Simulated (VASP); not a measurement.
A run of VASP 6.6.1 is set up as follows.

Contents of INCAR:

```
SYSTEM = TaN
ALGO     = Normal         ! electronic algorithm
EDIFF    = 1E-7           ! SCF threshold, eV
ENCUT    = 520            ! plane-wave cutoff, eV
GGA      = RE             ! functional
ISIF     = 2              ! what is computed and relaxed
ISMEAR   = 1              ! smearing method
IVDW     = 12             ! dispersion correction
LASPH    = .TRUE.         ! aspherical terms in the spheres
LCHARG   = .TRUE.         ! write CHGCAR
LELF     = .TRUE.         ! ELF
LREAL    = .FALSE.        ! projectors in reciprocal space
LVHAR    = .TRUE.       
LWAVE    = .FALSE.        ! write WAVECAR
NBANDS   = 33             ! bands
NELM     = 80             ! most SCF steps
PREC     = Accurate       ! precision mode
SIGMA    = 0.15           ! smearing width, eV
```

KPOINTS

```
k-points
0
G
  5 5 8
  0 0 0
```

The input POSCAR:

```
TaN
1.0
    5.1888503927      0.0000000000      0.0000000000
   -2.5944251963      4.4936762565      0.0000000000
    0.0000000000      0.0000000000      2.9134234984
Ta N
3 3
Direct
    0.0000000000      0.0000000000      0.0000000000
    0.3333333333      0.6666666667      0.5000000000
    0.6666666667      0.3333333333      0.5000000000
    0.5000000000      0.0000000000      0.0000000000
    0.5000000000      0.5000000000      0.0000000000
    0.0000000000      0.5000000000      0.0000000000
```

Potentials or basis: VASP PAW PBE potentials, release 64 (Ta_pv, N).

The run is started by

```sh
$ cat potpaw_PBE.64/Ta_pv/POTCAR potpaw_PBE.64/N/POTCAR > POTCAR
$ mpirun -np 1 vasp_std > vasp.out
```

**Question.** Predict the band gap on the k mesh.

**Answer.** Zero (bands 24 and 25 overlap by 2.12 eV).

**Question.** What does it give for the pressure?

**Answer.** 0.8 GPa.

**Question.** Estimate the dispersion energy per atom.

**Answer.** -0.822 eV.

Stress tensor (GPa, compression positive):
```
0.64 0.00 0.00
0.00 0.64 0.00
0.00 0.00 1.20
```

Caveat: the PAW data sets were made with another functional, which shifts forces and pressure a little; spin-orbit coupling is left out, which moves the levels of the heavy elements.
